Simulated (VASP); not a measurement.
Crystal: CoBrO.

```
Co Br O
1.0
     3.94195    0.00000    0.00000
    -1.97098    3.41383    0.00000
     0.00000    0.00000    4.70459
Co Br O
1 1 1
Direct
  0.66667 0.33333 0.50000
  0.00000 0.00000 0.00000
  0.33333 0.66667 0.50000
```

The cell was built from a structure type or drawn by symmetry, and may not be a known phase.

- Program: VASP 6.6.1
- Task: relaxation of cell and atoms
- Functional: PBE
- Potentials or basis: VASP PAW PBE potentials, release 64 (Co, Br, O)
- Cutoff: 600 eV
- k mesh: 6 × 6 × 4
- Occupations: gaussian, width 0.1 eV
- Spin: collinear spin, ferromagnetic start
- Starting moments: [3.0, 0.0, 0.0] μB

At the start: pressure -14.7 GPa; volume 21.10 Å³/atom.

Task: Where does the relaxation end?

Result: Over 11 steps the energy falls by 620.7 meV/atom and the volume is 17.21 Å³/atom (-18.5 %); space group P-6m2 (No. 187, to 0.1 Å) before and after; moment 3.31 μB per cell.

Step by step:
```csv
step,energy change (eV),largest force (eV/Å),pressure (GPa),volume (Å³)
1,0.0000,0.0000,-14.75,63.31
2,-1.4515,0.0000,-3.12,47.00
3,-1.4978,0.0000,1.53,44.84
4,-1.4986,0.0000,2.25,44.51
5,-1.5989,0.0000,2.56,45.03
6,-1.7695,0.0000,5.79,46.09
7,-1.8450,0.0000,0.63,49.64
8,-1.8500,0.0000,-1.18,51.19
9,-1.8501,0.0000,-0.79,50.89
10,-1.8589,0.0000,-0.53,51.30
11,-1.8621,0.0000,-0.17,51.63
```

Final structure:
```yaml
crystal:
  lattice:
    - [3.22634, 0.00000, 0.00000]
    - [-1.61317, 2.79409, 0.00000]
    - [0.00000, 0.00000, 5.72720]
  atoms:
    - { symbol: Co, position: [0.66667, 0.33333, 0.50000] }
    - { symbol: Br, position: [0.00000, 0.00000, 0.00000] }
    - { symbol: O, position: [0.33333, 0.66667, 0.50000] }
```

Caveat: the volume moved by over 15 % at a fixed basis, so the end points are rough; a cell with one magnetic atom can't hold antiferromagnetic order, which such compounds often take.
